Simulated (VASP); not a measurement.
# Sr (R-3m) in VASP: single point with PBEsol

Aim: the single point of Sr with PBEsol.

All numbers are computed with VASP 6.6.1; they aren't measurements. Logs are shortened: lines on timing, memory, paths and dates and some standing lists are left out, and cuts for length are marked.

**1. The cell of the first run**

It takes space group R-3m (No. 166, trigonal). Conventional cell: a = 3.887 Å, b = 3.887 Å, c = 11.418 Å, α = 90.00°, β = 90.00°, γ = 120.00°. Sr (site symmetry -3m) has 12 Sr at 3.89 to 4.42 Å within 5.1 Å.

**2. Single point, PBEsol (strained)**

INCAR

```
SYSTEM = Sr
PREC = Accurate ; ENCUT = 520
EDIFF = 1E-7 ; ISMEAR = 0
SIGMA = 0.05 ; LREAL = .FALSE.
LASPH = .TRUE. ; NELM = 60
ALGO = Normal ; ISIF = 2
LWAVE = .FALSE. ; LCHARG = .FALSE.
GGA = PS ; NBANDS = 11
```

KPOINTS

```
Automatic mesh
0
G
  10 10 10
  0 0 0
```

POSCAR

```
Sr
1.0
    0.0000000000      2.7485198370      2.7485198370
    2.7485198370      0.0000000000      2.7485198370
    3.1136018370      3.1136018370     -0.3650820000
Sr
1
Direct
    0.0000000000      0.0000000000      0.0000000000
```

Potentials or basis: VASP PAW PBE potentials, release 64 (Sr_sv).

Command:

```console
> cat potpaw_PBE.64/Sr_sv/POTCAR > POTCAR
> mpirun -np 1 vasp_std > vasp.out
```

OUTCAR:

```text
SYSTEM = Sr
   PREC = Accurate
   ENCUT = 520
   EDIFF = 1E-7
   ISMEAR = 0
   LREAL = .FALSE.
   LASPH = .TRUE.
   NELM = 60
   ISIF = 2
   GGA = PS

 ion  position               nearest neighbor table
   1  0.000  0.000  0.000-

  LATTYP: Found a trigonal (rhomboedric) cell.
 ALAT       =     4.4184066886
 COS(alpha) =     0.6130397310

  Lattice vectors:

 A1 = (   3.1136018370,   0.3650820000,  -3.1136018370)
 A2 = (   0.3650820000,   3.1136018370,  -3.1136018370)
 A3 = (   3.1136018370,   3.1136018370,  -0.3650820000)

Analysis of symmetry for initial positions (statically):
=====================================================================
 Subroutine PRICEL returns:
 Original cell was already a primitive cell.

 Routine SETGRP: Setting up the symmetry group for a
 trigonal (rhombohedral) supercell.

 Subroutine GETGRP returns: Found 12 space group operations
 (whereof 12 operations were pure point group operations)
 out of a pool of 12 trial point group operations.

The static configuration has the point symmetry D_3d.

Analysis of symmetry for dynamics (positions and initial velocities):
=====================================================================
 Subroutine PRICEL returns:
 Original cell was already a primitive cell.

 Routine SETGRP: Setting up the symmetry group for a
 trigonal (rhombohedral) supercell.

 Subroutine GETGRP returns: Found 12 space group operations
 (whereof 12 operations were pure point group operations)
 out of a pool of 12 trial point group operations.

The dynamic configuration has the point symmetry D_3d.

 Subroutine INISYM returns: Found 12 space group operations
 (whereof 12 operations are pure point group operations),
 and found     1 'primitive' translations

----------------------------------------------------------------------------------------

                                     Primitive cell

  volume of cell :      49.8005

  direct lattice vectors                    reciprocal lattice vectors
     0.000000000  2.748519837  2.748519837    -0.171841549  0.191990644  0.171841549
     2.748519837  0.000000000  2.748519837     0.191990644 -0.171841549  0.171841549
     3.113601837  3.113601837 -0.365082000     0.151692455  0.151692455 -0.151692455

  length of vectors
     3.886994030  3.886994030  4.418406689     0.309708643  0.309708643  0.262739040

  position of ions in fractional coordinates (direct lattice)
     0.000000000  0.000000000  0.000000000

  ion indices of the primitive-cell ions
   primitive index   ion index
                 1           1

----------------------------------------------------------------------------------------

 KPOINTS: Automatic mesh

Automatic generation of k-mesh.
 Grid dimensions read from file:
 generate k-points for:   10   10   10

 Generating k-lattice:

  Cartesian coordinates                     Fractional coordinates (reciprocal lattice)
    -0.017184155  0.019199064  0.017184155     0.100000000  0.000000000 -0.000000000
     0.019199064 -0.017184155  0.017184155     0.000000000  0.100000000 -0.000000000
     0.015169246  0.015169246 -0.015169246     0.000000000  0.000000000  0.100000000

  Length of vectors
     0.030970864  0.030970864  0.026273904

  Shift w.r.t. Gamma in fractional coordinates (k-lattice)
     0.000000000  0.000000000  0.000000000

 Subroutine IBZKPT returns following result:
 ===========================================

 Found    116 irreducible k-points:

 Following reciprocal coordinates:
            Coordinates               Weight
  0.000000  0.000000  0.000000      1.000000
  0.100000  0.000000 -0.000000      6.000000
  0.200000  0.000000 -0.000000      6.000000
  0.300000  0.000000  0.000000      6.000000
  0.400000  0.000000 -0.000000      6.000000
  0.500000  0.000000  0.000000      3.000000
[... 16 lines left out ...]
  0.300000  0.300000  0.000000      6.000000
  0.400000  0.300000  0.000000     12.000000
 [... further k-points ...]
   k-points           NKPTS =    116   k-points in BZ     NKDIM =    116   number of bands    NBANDS=     11
   number of dos      NEDOS =    301   number of ions     NIONS =      1
   total plane-waves  NPLWV =  32400
   dimension x,y,z NGX =    30 NGY =   30 NGZ =   36
   dimension x,y,z NGXF=    60 NGYF=   60 NGZF=   72
   ions per type =               1
   NGX,Y,Z   is equivalent  to a cutoff of  12.83, 12.83, 13.55 a.u.
   NGXF,Y,Z  is equivalent  to a cutoff of  25.66, 25.66, 27.09 a.u.
 SYSTEM =  Sr
   PREC   = accura    normal or accurate (medium, high low for compatibility)
   ISTART =      0    job   : 0-new  1-cont  2-samecut
   ICHARG =      2    charge: 1-file 2-atom 10-const
   ISPIN  =      1    spin polarized calculation?
   LNONCOLLINEAR =      F non collinear calculations
   LSORBIT =      F    spin-orbit coupling
   LASPH  =      T    aspherical Exc in radial PAW
   ENCUT  =  520.0 eV  38.22 Ry    6.18 a.u.   7.23  7.23  8.22*2*pi/ulx,y,z
   NELM   =     60;   NELMIN=  2; NELMDL= -5     # of ELM steps
   EDIFF  = 0.1E-06   stopping-criterion for ELM
   LREAL  =      F    real-space projection
   EDIFFG = 0.1E-05   stopping-criterion for IOM
   NSW    =      0    number of steps for IOM
   IBRION =     -1    ionic relax: 0-MD 1-quasi-New 2-CG
   NFREE  =      0    steps in history (QN), initial steepest desc. (CG)
   ISIF   =      2    stress and relaxation
   ISYM   =      2    0-nonsym 1-usesym 2-fastsym
   POTIM  = 0.5000    time-step for ionic-motion
   TEBEG  =    0.0;   TEEND  =   0.0 temperature during run
   PSTRESS=    0.0 pullay stress
   NELECT =      10.0000    total number of electrons
   NUPDOWN=      -1.0000    fix difference up-down
   EMIN   =  10.00;   EMAX   =-10.00  energy-range for DOS
   EFERMI =   0.00;   METHOD = LEGACY
   ISMEAR =     0;   SIGMA  =   0.05  broadening in eV -4-tet -1-fermi 0-gaus
   EFERMI_NEDOS =   21; number of points for ismear=-14 and -15
   IALGO  =     38    algorithm
   IMIX   =      4    mixing-type and parameters
     AMIX     =   0.40;   BMIX     =  1.00
     AMIX_MAG =   1.60;   BMIX_MAG =  1.00
  volume/ion in A,a.u.               =      49.80       336.07
  Fermi-wavevector in a.u.,A,eV,Ry     =   0.958658  1.811600 12.504089  0.919025
  Thomas-Fermi vector in A             =   2.087785
   LORBIT       =      0    0 simple, 1 ext, 2 COOP (PROOUT), +10 PAW based schemes
   GGA     = PS    functional components
   LHFCALC =     F    Hartree Fock is set to
   AEXX    =    0.0000 exact exchange contribution
   IVDW    =     0    specifies the selected vdW correction
   LEPSILON=     F    determine dielectric tensor
   LRPA    =     F    only Hartree local field effects (RPA)
 non-spin polarized calculation
 Gauss-broadening in eV      SIGMA  =   0.05
  energy-cutoff  :      520.00
  volume of cell :       49.80
 maximum number of plane-waves:      1358
 NGX is ok and might be reduce to    30
   NGX = 15   NGY = 15   NGZ = 17

 number of electron      10.0000000 magnetization

 Free energy of the ion-electron system (eV)
  ---------------------------------------------------
  ext. energy  EPLUGINS =         0.00000000
  ---------------------------------------------------
  free energy    TOTEN  =        -1.73599449 eV

  energy without entropy =       -1.73517233  energy(sigma->0) =       -1.73558341

 E-fermi :   1.7578     XC(G=0):  -7.7381

 val. band max:        1.7235589695   @ k =  -0.3000   0.5000   0.2000
 cond. band min:       1.7774624457   @ k =  -0.4000   0.3000   0.1000
 fundamental gap:      0.0539034762
 Fermi energy:         1.7578004919

 k-point     1 :       0.0000    0.0000    0.0000
  band No.  band energies     occupation
      1     -34.5601      2.00000
      2     -16.4697      2.00000
      3     -16.3986      2.00000
      4     -16.3986      2.00000
      5      -1.9627      2.00000
      6       3.2322      0.00000
      7       4.5587      0.00000
      8       4.5587      0.00000
      9       6.1862      0.00000
     10       6.1862      0.00000
     11       8.5533      0.00000

 k-point     2 :       0.1000    0.0000   -0.0000
  band No.  band energies     occupation
      1     -34.5567      2.00000
      2     -16.4699      2.00000
      3     -16.4377      2.00000
      4     -16.4066      2.00000
      5      -1.7647      2.00000
      6       3.3368      0.00000
      7       4.2534      0.00000
      8       4.7319      0.00000
      9       5.8192      0.00000
     10       6.0378      0.00000
     11       9.1025      0.00000

 k-point     3 :       0.2000    0.0000   -0.0000
  band No.  band energies     occupation
      1     -34.5477      2.00000
      2     -16.5420      2.00000
      3     -16.4670      2.00000
      4     -16.4275      2.00000
      5      -1.2075      2.00000
      6       3.5157      0.00000
      7       3.6502      0.00000
      8       5.1595      0.00000
      9       5.3516      0.00000
     10       5.7830      0.00000
     11       9.3263      0.00000

 k-point     4 :       0.3000    0.0000    0.0000
  band No.  band energies     occupation
      1     -34.5365      2.00000
      2     -16.6647      2.00000
      3     -16.4658      2.00000
      4     -16.4532      2.00000
      5      -0.4057      2.00000
      6       2.9954      0.00000
      7       3.5532      0.00000
      8       5.1383      0.00000
      9       5.4347      0.00000
     10       6.2603      0.00000
     11       8.5646      0.00000
[... 239 lines left out ...]
 k-point    22 :      -0.2000    0.2000    0.0000
  band No.  band energies     occupation
      1     -34.5317      2.00000
      2     -16.6783      2.00000
      3     -16.5075      2.00000
      4     -16.4593      2.00000
      5      -0.0460      2.00000
      6       2.8942      0.00000
      7       3.9749      0.00000
      8       4.3143      0.00000
      9       4.8600      0.00000
     10       7.0407      0.00000
     11       9.9193      0.00000

 k-point    23 :       0.3000    0.3000    0.0000
  band No.  band energies     occupation
      1     -34.5346      2.00000
      2     -16.6542      2.00000
      3     -16.4986      2.00000
      4     -16.4680      2.00000
      5      -0.0861      2.00000
      6       2.5443      0.00000
      7       3.5620      0.00000
      8       4.9688      0.00000
      9       5.8683      0.00000
     10       6.6048      0.00000
     11       9.1525      0.00000

 k-point    24 :       0.4000    0.3000    0.0000
  band No.  band energies     occupation
      1     -34.5282      2.00000
      2     -16.7033      2.00000
      3     -16.5038      2.00000
      4     -16.4986      2.00000
      5       0.5081      2.00000
      6       2.3789      0.00000
      7       3.2422      0.00000
      8       5.1419      0.00000
      9       6.2987      0.00000
     10       6.8540      0.00000
     11       8.6127      0.00000

 [... further k-points ...]

------------------------ aborting loop because EDIFF is reached ----------------------------------------

  FORCE on cell =-STRESS in cart. coord.  units (eV):
  Direction    XX          YY          ZZ          XY          YZ          ZX
  --------------------------------------------------------------------------------------
  -------------------------------------------------------------------------------------
  Total        0.3372481      0.3372481      0.3372481     -0.6163872      0.6163872      0.6163872
  in kB       10.8499158     10.8499158     10.8499158    -19.8303533     19.8303533     19.8303533
  external PRESSURE =      10.8499158 kB  Pullay stress =       0.0000000 kB

 VOLUME and BASIS-vectors are now :
 -----------------------------------------------------------------------------
  energy-cutoff  :      520.00
  volume of cell :       49.80
      direct lattice vectors                 reciprocal lattice vectors
     0.000000000  2.748519837  2.748519837    -0.171841549  0.191990644  0.171841549
     2.748519837  0.000000000  2.748519837     0.191990644 -0.171841549  0.171841549
     3.113601837  3.113601837 -0.365082000     0.151692455  0.151692455 -0.151692455

 POSITION                                       TOTAL-FORCE (eV/Angst)
 -----------------------------------------------------------------------------------
      0.00000      0.00000      0.00000        -0.000000     -0.000000      0.000000
 -----------------------------------------------------------------------------------
    total drift:                                0.000000     -0.000000      0.000000

  FREE ENERGIE OF THE ION-ELECTRON SYSTEM (eV)
  ---------------------------------------------------
  free  energy   TOTEN  =        -1.7359944873 eV

  energy  without entropy=       -1.7351723287  energy(sigma->0) =       -1.73558341
```

Run time: 24 s. Hardware: 1 thread of Intel Xeon 6975P-C (Granite Rapids), shared host; peak memory 0.21 GiB.

What came out:

| Item | Value |
| --- | --- |
| Free energy | -1.7360 eV |
| Pressure | 1.1 GPa |
| Band gap on the k mesh | zero (band 5 reaches 2.01 eV, above the bottom of band 6 at 1.43 eV) |

Caveat: the cell differs from its parent crystal (strained); the PAW data sets were made with another functional, which shifts forces and pressure a little.
